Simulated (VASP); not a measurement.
# SiNi (P2_13) in VASP: settings compared

The runs below take SiNi through single point, with PBEsol, PBE+D4, BLYP+D3(BJ).

Everything below comes from runs of VASP 6.6.1. Logs are shortened: lines on timing, memory, paths and dates and some standing lists are left out, and cuts for length are marked.

## (1) The cell of the first run

It takes space group P2_13 (No. 198, cubic). The conventional cell has a = 4.467 Å, b = 4.467 Å, c = 4.467 Å, α = 90.00°, β = 90.00°, γ = 90.00°. Ni (site symmetry 3) has 7 Si at 2.34 to 2.42 Å and 6 Ni at 2.75 Å within 3.1 Å. Within 3.1 Å of Si (site symmetry 3) lie 7 Ni at 2.34 to 2.42 Å and 6 Si at 2.76 Å.

## (2) Single point, PBEsol, collinear spin, ferromagnetic start

INCAR

```
SYSTEM = SiNi
PREC     = Accurate       ! precision mode
ENCUT    = 520            ! plane-wave cutoff, eV
EDIFF    = 1E-6           ! SCF threshold, eV
ISMEAR   = -1             ! smearing method
SIGMA    = 0.05           ! smearing width, eV
LREAL    = .FALSE.        ! projectors in reciprocal space
LASPH    = .TRUE.         ! aspherical terms in the spheres
NELM     = 150            ! most SCF steps
ALGO     = Normal         ! electronic algorithm
ISIF     = 2              ! what is computed and relaxed
LWAVE    = .FALSE.        ! write WAVECAR
LCHARG   = .FALSE.        ! write CHGCAR
ISPIN    = 2              ! spin polarisation
MAGMOM   = 1 1 1 1 0 0 0 0 ! initial moments
LORBIT   = 11             ! projections on sites
LMAXMIX  = 4              ! l up to which the mixer works
GGA      = PS             ! functional
NBANDS   = 42             ! bands
```

KPOINTS

```
Automatic mesh
0
G
  6 6 6
  0 0 0
```

POSCAR

```
SiNi
1.0
    4.4674207421      0.0000000000      0.0000000000
    0.0000000000      4.4674207421      0.0000000000
    0.0000000000      0.0000000000      4.4674207421
Ni Si
4 4
Direct
    0.1488898108      0.1488898108      0.1488898108
    0.6488898108      0.3511101892      0.8511101892
    0.8511101892      0.6488898108      0.3511101892
    0.3511101892      0.8511101892      0.6488898108
    0.8464889265      0.8464889265      0.8464889265
    0.3464889265      0.6535110735      0.1535110735
    0.1535110735      0.3464889265      0.6535110735
    0.6535110735      0.1535110735      0.3464889265
```

Potentials or basis: VASP PAW PBE potentials, release 64 (Ni, Si).

The run is started by

```bash
> cat potpaw_PBE.64/Ni/POTCAR potpaw_PBE.64/Si/POTCAR > POTCAR
> mpirun -np 1 vasp_std > vasp.out
```

OUTCAR:

```text
SYSTEM = SiNi
   PREC = Accurate
   ENCUT = 520
   EDIFF = 1E-6
   ISMEAR = -1
   LREAL = .FALSE.
   LASPH = .TRUE.
   NELM = 150
   ISIF = 2
   ISPIN = 2
   LORBIT = 11
   GGA = PS

 ion  position               nearest neighbor table
   1  0.149  0.149  0.149-   5 2.34   6 2.38   7 2.38   8 2.38   6 2.42   7 2.42   8 2.42   3 2.75
                             4 2.75   2 2.75   4 2.75   3 2.75   2 2.75
   2  0.649  0.351  0.851-   6 2.34   5 2.38   7 2.38   8 2.38   7 2.42   8 2.42   5 2.42   1 2.75
                             3 2.75   3 2.75   4 2.75   4 2.75   1 2.75
   3  0.851  0.649  0.351-   7 2.34   6 2.38   5 2.38   8 2.38   8 2.42   5 2.42   6 2.42   1 2.75
                             2 2.75   2 2.75   1 2.75   4 2.75   4 2.75
   4  0.351  0.851  0.649-   8 2.34   6 2.38   7 2.38   5 2.38   6 2.42   7 2.42   5 2.42   1 2.75
                             1 2.75   2 2.75   2 2.75   3 2.75   3 2.75
   5  0.846  0.846  0.846-   1 2.34   2 2.38   3 2.38   4 2.38   2 2.42   3 2.42   4 2.42   6 2.76
                             7 2.76   8 2.76   8 2.76   7 2.76   6 2.76
   6  0.346  0.654  0.154-   2 2.34   1 2.38   3 2.38   4 2.38   3 2.42   4 2.42   1 2.42   8 2.76
                             5 2.76   7 2.76   7 2.76   8 2.76   5 2.76
   7  0.154  0.346  0.654-   3 2.34   2 2.38   1 2.38   4 2.38   4 2.42   1 2.42   2 2.42   8 2.76
                             5 2.76   6 2.76   5 2.76   6 2.76   8 2.76
   8  0.654  0.154  0.346-   4 2.34   2 2.38   3 2.38   1 2.38   2 2.42   3 2.42   1 2.42   7 2.76
                             5 2.76   5 2.76   6 2.76   6 2.76   7 2.76

  LATTYP: Found a simple cubic cell.
 ALAT       =     4.4674207421

  Lattice vectors:

 A1 = (   4.4674207421,   0.0000000000,   0.0000000000)
 A2 = (   0.0000000000,   4.4674207421,   0.0000000000)
 A3 = (   0.0000000000,   0.0000000000,   4.4674207421)

Analysis of symmetry for initial positions (statically):
=====================================================================
 Subroutine PRICEL returns:
 Original cell was already a primitive cell.

 Routine SETGRP: Setting up the symmetry group for a
 simple cubic supercell.

 Subroutine GETGRP returns: Found 12 space group operations
 (whereof  3 operations were pure point group operations)
 out of a pool of 48 trial point group operations.

The static configuration has the point symmetry C_3 .
 The point group associated with its full space group is T   .

Analysis of symmetry for dynamics (positions and initial velocities):
=====================================================================
 Subroutine PRICEL returns:
 Original cell was already a primitive cell.

 Routine SETGRP: Setting up the symmetry group for a
 simple cubic supercell.

 Subroutine GETGRP returns: Found 12 space group operations
 (whereof  3 operations were pure point group operations)
 out of a pool of 48 trial point group operations.

The dynamic configuration has the point symmetry C_3 .
 The point group associated with its full space group is T   .

[... 177 lines left out ...]
 cond. band min:      12.2189143522   @ k =   0.3333   0.0000   0.0000
 fundamental gap:      0.0860422184
 Fermi energy:        12.2040844795

 spin component 1

 k-point     1 :       0.0000    0.0000    0.0000
  band No.  band energies     occupation
      1      -2.2221      1.00000
      2       3.2789      1.00000
      3       3.2789      1.00000
      4       3.2789      1.00000
      5       5.7713      1.00000
      6       5.7713      1.00000
[... 1021 lines left out ...]
     39      18.7551      0.00000
     40      18.7551      0.00000
 Fermi energy:        12.2040844795

 spin component 2

 k-point     1 :       0.0000    0.0000    0.0000
  band No.  band energies     occupation
      1      -2.2221      1.00000
      2       3.2789      1.00000
      3       3.2789      1.00000
      4       3.2789      1.00000
      5       5.7713      1.00000
      6       5.7713      1.00000
[... 1021 lines left out ...]
     39      18.7551      0.00000
     40      18.7551      0.00000
 [bands above 40 left out]

------------------------ aborting loop because EDIFF is reached ----------------------------------------

  FORCE on cell =-STRESS in cart. coord.  units (eV):
  Direction    XX          YY          ZZ          XY          YZ          ZX
  --------------------------------------------------------------------------------------
  -------------------------------------------------------------------------------------
  Total        0.1313668      0.1313668      0.1313668     -0.0000000      0.0000000      0.0000000
  in kB        2.3606168      2.3606168      2.3606168     -0.0000000      0.0000000      0.0000000
  external PRESSURE =       2.3606168 kB  Pullay stress =       0.0000000 kB

 VOLUME and BASIS-vectors are now :
 -----------------------------------------------------------------------------
  energy-cutoff  :      520.00
  volume of cell :       89.16
      direct lattice vectors                 reciprocal lattice vectors
     4.467420742  0.000000000  0.000000000     0.223842807  0.000000000  0.000000000
     0.000000000  4.467420742  0.000000000     0.000000000  0.223842807  0.000000000
     0.000000000  0.000000000  4.467420742     0.000000000  0.000000000  0.223842807

 POSITION                                       TOTAL-FORCE (eV/Angst)
 -----------------------------------------------------------------------------------
      0.66515      0.66515      0.66515         0.000572      0.000572      0.000572
      2.89886      1.56856      3.80227         0.000572     -0.000572     -0.000572
      3.80227      2.89886      1.56856        -0.000572      0.000572     -0.000572
      1.56856      3.80227      2.89886        -0.000572     -0.000572      0.000572
      3.78162      3.78162      3.78162         0.000154      0.000154      0.000154
      1.54791      2.91951      0.68580         0.000154     -0.000154     -0.000154
      0.68580      1.54791      2.91951        -0.000154      0.000154     -0.000154
      2.91951      0.68580      1.54791        -0.000154     -0.000154      0.000154
 -----------------------------------------------------------------------------------
    total drift:                                0.000000      0.000000     -0.000000

  FREE ENERGIE OF THE ION-ELECTRON SYSTEM (eV)
  ---------------------------------------------------
  free  energy   TOTEN  =       -51.5858186761 eV

  energy  without entropy=      -51.5628302726  energy(sigma->0) =      -51.57432447

 total charge

# of ion       s       p       d       tot
------------------------------------------
    1        0.469   0.635   8.514   9.617
    2        0.469   0.635   8.514   9.617
    3        0.469   0.635   8.514   9.617
    4        0.469   0.635   8.514   9.617
    5        0.736   0.860   0.000   1.596
    6        0.736   0.860   0.000   1.596
    7        0.736   0.860   0.000   1.596
    8        0.736   0.860   0.000   1.596
--------------------------------------------------
tot          4.819   5.978  34.054  44.851

 magnetization (x)

# of ion       s       p       d       tot
------------------------------------------
    1       -0.000   0.000   0.000   0.000
    2       -0.000   0.000   0.000   0.000
    3       -0.000   0.000   0.000   0.000
    4       -0.000   0.000   0.000   0.000
    5        0.000  -0.000   0.000  -0.000
    6        0.000  -0.000   0.000  -0.000
    7        0.000  -0.000   0.000  -0.000
    8        0.000  -0.000   0.000  -0.000
--------------------------------------------------
tot          0.000  -0.000   0.000   0.000
```

OSZICAR:

```text
N       E                     dE             d eps       ncg     rms          rms(c)
DAV:   1     0.372232031496E+03    0.37223E+03   -0.23637E+04  4032   0.160E+03
DAV:   2    -0.239347711670E+02   -0.39617E+03   -0.37430E+03  4032   0.348E+02
DAV:   3    -0.567356137563E+02   -0.32801E+02   -0.31127E+02  4538   0.115E+02
DAV:   4    -0.577688002683E+02   -0.10332E+01   -0.10246E+01  4772   0.191E+01
DAV:   5    -0.577999289552E+02   -0.31129E-01   -0.31108E-01  4950   0.312E+00    0.297E+01
DAV:   6    -0.645535367621E+02   -0.67536E+01   -0.87940E+01  4826   0.140E+02    0.331E+01
DAV:   7    -0.515645319680E+02    0.12989E+02   -0.34372E+01  4660   0.938E+01    0.582E+00
DAV:   8    -0.516869097814E+02   -0.12238E+00   -0.35356E+00  5766   0.121E+01    0.352E+00
DAV:   9    -0.515868322640E+02    0.10008E+00   -0.30956E-01  5018   0.723E+00    0.726E-01
DAV:  10    -0.515868378907E+02   -0.56268E-05   -0.13376E-02  4664   0.972E-01    0.474E-01
DAV:  11    -0.515860759737E+02    0.76192E-03   -0.62105E-04  5576   0.167E-01    0.234E-01
DAV:  12    -0.515858268248E+02    0.24915E-03   -0.58165E-04  5548   0.342E-01    0.651E-02
DAV:  13    -0.515858283057E+02   -0.14809E-05   -0.10617E-04  4898   0.943E-02    0.318E-02
DAV:  14    -0.515858226027E+02    0.57030E-05   -0.33579E-06  4064   0.168E-02    0.178E-02
DAV:  15    -0.515858185518E+02    0.40509E-05   -0.38469E-06  4318   0.149E-02    0.536E-03
DAV:  16    -0.515858186761E+02   -0.12431E-06   -0.17968E-06  2716   0.968E-03
   1 F= -.51585819E+02 E0= -.51574324E+02  d E =-.229884E-01  mag=     0.0000
```

It took 5.4 min on 1 thread of Intel Xeon 8259CL, shared host; peak memory 0.31 GiB.

Results:

```
Free energy                                           : -51.5858 eV
Pressure                                              : 0.2 GPa
Band gap on the k mesh                                : zero (filled and empty bands overlap)
Net moment                                            : 0.00 μB per cell
Valence electrons inside the program's atomic spheres : Ni 9.62; Si 1.60
```

Caveat: the PAW data sets were made with another functional, which shifts forces and pressure a little.

## (3) Single point, PBE+D4, collinear spin, ferromagnetic start

INCAR

```
  ALGO = Normal
  EDIFF = 1E-6
  ENCUT = 520
  GGA = PE
  ISIF = 2
  ISMEAR = -1
  ISPIN = 2
  IVDW = 13
  LASPH = True
  LCHARG = True
  LELF = True
  LMAXMIX = 4
  LORBIT = 11
  LREAL = False
  LVHAR = True
  LWAVE = False
  MAGMOM = 1 1 1 1 0 0 0 0
  NBANDS = 42
  NELM = 150
  PREC = Accurate
  SIGMA = 0.05
```

KPOINTS

```
k-points
0
Gamma
  6 6 6
```

POSCAR

```
SiNi
1.0
    4.4663874986      0.0000000000      0.0000000000
    0.0000000000      4.4663874986      0.0000000000
    0.0000000000      0.0000000000      4.4663874986
Ni Si
4 4
Direct
    0.1491600982      0.1491600982      0.1491600982
    0.6491600982      0.3508399018      0.8508399018
    0.8508399018      0.6491600982      0.3508399018
    0.3508399018      0.8508399018      0.6491600982
    0.8467139577      0.8467139577      0.8467139577
    0.3467139577      0.6532860423      0.1532860423
    0.1532860423      0.3467139577      0.6532860423
    0.6532860423      0.1532860423      0.3467139577
```

Potentials or basis: VASP PAW PBE potentials, release 64 (Ni, Si).

The run is started by

```bash
> cat potpaw_PBE.64/Ni/POTCAR potpaw_PBE.64/Si/POTCAR > POTCAR
> mpirun -np 1 vasp_std > vasp.out
```

Wall time 2.2 min (1 thread of Intel Xeon Platinum 8488C (Sapphire Rapids), shared host); peak memory 0.3 GiB.

It converged, with:

* Free energy: -50.8417 eV
* Pressure: 0.0 GPa
* Band gap on the k mesh: zero (filled and empty bands overlap)
* Net moment: 0.00 μB per cell
* Valence electrons inside the program's atomic spheres: Ni 9.60; Si 1.60
* Dispersion energy per atom: -0.509 eV

Forces in eV/Å, atoms in the order of the input:
```
Ni  -0.001 -0.001 -0.001
Ni  -0.001  0.001  0.001
Ni   0.001 -0.001  0.001
Ni   0.001  0.001 -0.001
Si   0.001  0.001  0.001
Si   0.001 -0.001 -0.001
Si  -0.001  0.001 -0.001
Si  -0.001 -0.001  0.001
```

Levels at points of the mesh, in eV from the Fermi level:
Spin up:
| k point | band 26 | band 27 | band 28 | band 29 | band 30 | band 31 |
| --- | --- | --- | --- | --- | --- | --- |
| (0.00, 0.00, 0.00) | -1.65 | -1.65 | 1.04 | 1.04 | 1.04 | 1.40 |
| (0.50, 0.00, 0.00) | -2.04 | -0.63 | -0.63 | -0.18 | -0.18 | 2.82 |
| (0.50, 0.50, 0.00) | -1.56 | -0.99 | -0.99 | 0.38 | 0.38 | 0.90 |
| (0.50, 0.50, 0.50) | -1.82 | -1.82 | -1.82 | 4.30 | 4.30 | 4.30 |
Spin down:
```
           k point  band 25  band 26  band 27  band 28  band 29  band 30  band 31  band 32
(0.00, 0.00, 0.00)    -1.65    -1.65    -1.65     1.04     1.04     1.04     1.40     1.40
(0.50, 0.00, 0.00)    -2.04    -2.04    -0.63    -0.63    -0.18    -0.18     2.82     2.82
(0.50, 0.50, 0.00)    -1.56    -1.56    -0.99    -0.99     0.38     0.38     0.90     0.90
(0.50, 0.50, 0.50)    -1.82    -1.82    -1.82    -1.82     4.30     4.30     4.30     4.30
```

## (4) Single point, BLYP+D3(BJ), collinear spin, ferromagnetic start

This run uses another cell than the first one, of 11.09 Å³/atom.

INCAR

```
SYSTEM = SiNi
AGGAC    = 1.0          
AGGAX    = 1.0          
ALDAC    = 0.0          
ALDAX    = 1.0          
ALGO     = Normal         ! electronic algorithm
EDIFF    = 1E-6           ! SCF threshold, eV
ENCUT    = 520            ! plane-wave cutoff, eV
GGA      = B5             ! functional
ISIF     = 2              ! what is computed and relaxed
ISMEAR   = -1             ! smearing method
ISPIN    = 2              ! spin polarisation
IVDW     = 12             ! dispersion correction
LASPH    = .TRUE.         ! aspherical terms in the spheres
LCHARG   = .FALSE.        ! write CHGCAR
LMAXMIX  = 4              ! l up to which the mixer works
LORBIT   = 11             ! projections on sites
LREAL    = .FALSE.        ! projectors in reciprocal space
LWAVE    = .FALSE.        ! write WAVECAR
MAGMOM   = 1 1 1 1 0 0 0 0 ! initial moments
NBANDS   = 42             ! bands
NELM     = 150            ! most SCF steps
PREC     = Accurate       ! precision mode
SIGMA    = 0.05           ! smearing width, eV
VDW_A1   = 0.4298       
VDW_A2   = 4.2359       
VDW_S6   = 1.0          
VDW_S8   = 2.6996
```

KPOINTS

```
k-points
0
G
  6 6 6
  0 0 0
```

POSCAR

```
SiNi
1.0
    4.4606496762      0.0000000000      0.0000000000
    0.0000000000      4.4606496762      0.0000000000
    0.0000000000      0.0000000000      4.4606496762
Ni Si
4 4
Direct
    0.1499250700      0.1499250700      0.1499250700
    0.6499250700      0.3500749300      0.8500749300
    0.8500749300      0.6499250700      0.3500749300
    0.3500749300      0.8500749300      0.6499250700
    0.8462646405      0.8462646405      0.8462646405
    0.3462646405      0.6537353595      0.1537353595
    0.1537353595      0.3462646405      0.6537353595
    0.6537353595      0.1537353595      0.3462646405
```

The run is started by

```bash
> cat potpaw_PBE.64/Ni/POTCAR potpaw_PBE.64/Si/POTCAR > POTCAR
> mpirun -np 1 vasp_std > vasp.out
```

It took 3 min on 1 thread of Intel Xeon Platinum 8259CL at 2.50GHz (Skylake/Cascade Lake), shared host; peak memory 0.31 GiB.

Results (log left out):

```
Free energy                                           : -46.9413 eV
Pressure                                              : 0.7 GPa
Largest force                                         : 0.006 eV/Å
Band gap on the k mesh                                : zero (filled and empty bands overlap)
Net moment                                            : 0.00 μB per cell
Valence electrons inside the program's atomic spheres : Ni 9.65; Si 1.62
Dispersion energy per atom                            : -1.138 eV
```

Forces on the atoms (eV/Å):
```
Ni  -0.003 -0.003 -0.003
Ni  -0.003  0.003  0.003
Ni   0.003 -0.003  0.003
Ni   0.003  0.003 -0.003
Si   0.002  0.002  0.002
Si   0.002 -0.002 -0.002
Si  -0.002  0.002 -0.002
Si  -0.002 -0.002  0.002
```

Levels at points of the mesh, in eV from the Fermi level:
Spin up:
```tsv
k point	band 26	band 27	band 28	band 29	band 30	band 31
(0.00, 0.00, 0.00)	-1.66	-1.66	1.03	1.03	1.03	1.43
(0.50, 0.00, 0.00)	-2.04	-0.61	-0.61	-0.19	-0.19	2.82
(0.50, 0.50, 0.00)	-1.55	-1.00	-1.00	0.37	0.37	0.93
(0.50, 0.50, 0.50)	-1.85	-1.85	-1.85	4.27	4.27	4.27
```
Spin down:
| k point | band 26 | band 27 | band 28 | band 29 | band 30 | band 31 |
| --- | --- | --- | --- | --- | --- | --- |
| (0.00, 0.00, 0.00) | -1.66 | -1.66 | 1.03 | 1.03 | 1.03 | 1.43 |
| (0.50, 0.00, 0.00) | -2.04 | -0.61 | -0.61 | -0.19 | -0.19 | 2.82 |
| (0.50, 0.50, 0.00) | -1.55 | -1.00 | -1.00 | 0.37 | 0.37 | 0.93 |
| (0.50, 0.50, 0.50) | -1.85 | -1.85 | -1.85 | 4.27 | 4.27 | 4.27 |

Caveat: the PAW data sets were made with another functional, which shifts forces and pressure a little.

## (5) Summary

```tsv
level	cell	gap on the mesh (eV)	pressure (GPa)	moment (μB)
PBEsol	a = 4.467 Å, 8 atoms, atomic positions A	none	0.2	0.00
PBE+D4	a = 4.466 Å, 8 atoms, atomic positions A	none	0.0	0.00
BLYP+D3(BJ)	a = 4.461 Å, 8 atoms, atomic positions B	none	0.7	0.00
```

Alike in all rows: task single point; potentials or basis VASP PAW PBE potentials, release 64 (Ni, Si); spin collinear, ferromagnetic start; k mesh 6 × 6 × 6; cutoff (eV) 520; smearing fermi-dirac 0.05 eV.

Caveats: the PAW data sets were made with another functional, which shifts forces and pressure a little (at least some runs).

Absolute energies hang on the potentials; compare differences alone.
